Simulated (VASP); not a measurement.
Wanted: the native input for a VASP 6.6.1 run.

| Item | Value |
| --- | --- |
| Task | single point |
| Functional | PBEsol |
| Potentials or basis | VASP PAW PBE potentials, release 64 (Se) |
| Cutoff | 520 eV |
| k mesh | 5 × 5 × 5 |
| Occupations | fermi-dirac, width 0.1 eV |
| Spin | no spin polarisation |
| Dipole correction | no |
| Further INCAR settings | ALGO = Normal; EDIFF = 1e-07; NBANDS = 13 |

The structure of Se lies in POSCAR:

```
Se
1.0
    0.0000000000      3.1801730696      3.1801730696
    3.1801730696      0.0000000000      3.1801730696
    3.1801730696      3.1801730696      0.0000000000
Se
2
Direct
    0.5000000000      0.5000000000      0.5000000000
    0.7500000000      0.7500000000      0.7500000000
```

The input as run:

INCAR

```
PREC = Accurate ; ENCUT = 520
EDIFF = 1E-7 ; ISMEAR = -1
SIGMA = 0.1 ; LREAL = False
LASPH = True ; NELM = 60
ALGO = Normal ; ISIF = 2
LWAVE = False ; LCHARG = True
GGA = PS ; LELF = True
LVHAR = True ; NBANDS = 13
```

KPOINTS

```
Automatic mesh
0
Gamma
  5 5 5
```

Potentials or basis: VASP PAW PBE potentials, release 64 (Se).

Run with:

```console
$ cat potpaw_PBE.64/Se/POTCAR > POTCAR
$ mpirun -np 1 vasp_std > vasp.out
```

Results of the run:

| Property | Result |
| --- | --- |
| Pressure | -2.5 GPa |
| Band gap on the k mesh | zero (band 6 reaches 2.01 eV, above the bottom of band 7 at 1.04 eV) |

Caveat: the PAW data sets were made with another functional, which shifts forces and pressure a little.

Run time: 4.7 s on 1 thread of Intel(R) Xeon(R) 6975P-C (Granite Rapids), with other jobs on the host, peak memory 0.19 GiB.
